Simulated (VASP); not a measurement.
Here is a VASP 6.6.1 calculation.

INCAR

```
SYSTEM = CoSi2
  ALGO = Normal
  EDIFF = 1E-7
  ENCUT = 520
  GGA = PE
  ISIF = 2
  ISMEAR = 0
  LASPH = .TRUE.
  LCHARG = .TRUE.
  LELF = .TRUE.
  LREAL = .FALSE.
  LVHAR = .TRUE.
  LWAVE = .FALSE.
  NBANDS = 16
  NELM = 100
  PREC = Accurate
  SIGMA = 0.15
```

The input KPOINTS:

```
k-points
0
G
  16 16 16
  0 0 0
```

Contents of POSCAR:

```
CoSi2
1.0
    0.0000000000      2.8139360127      2.8139360127
    2.8139360127      0.0000000000      2.8139360127
    2.8139360127      2.8139360127      0.0000000000
Co Si
1 2
Direct
    0.0000000000      0.0000000000      0.0000000000
    0.2500000000      0.2500000000      0.2500000000
    0.7500000000      0.7500000000      0.7500000000
```

Potentials or basis: VASP PAW PBE potentials, release 64 (Co, Si).

The run is started by

```bash
$ cat potpaw_PBE.64/Co/POTCAR potpaw_PBE.64/Si/POTCAR > POTCAR
$ mpirun -np 1 vasp_std > vasp.out
```

Q: Predict the pressure.

A: -17.9 GPa.

Caveat: the cell differs from its parent crystal (strain +0.050 along x and y, +0.050 along z). Spin polarisation is off, so any magnetic state and its effect on volume and gap are missing.
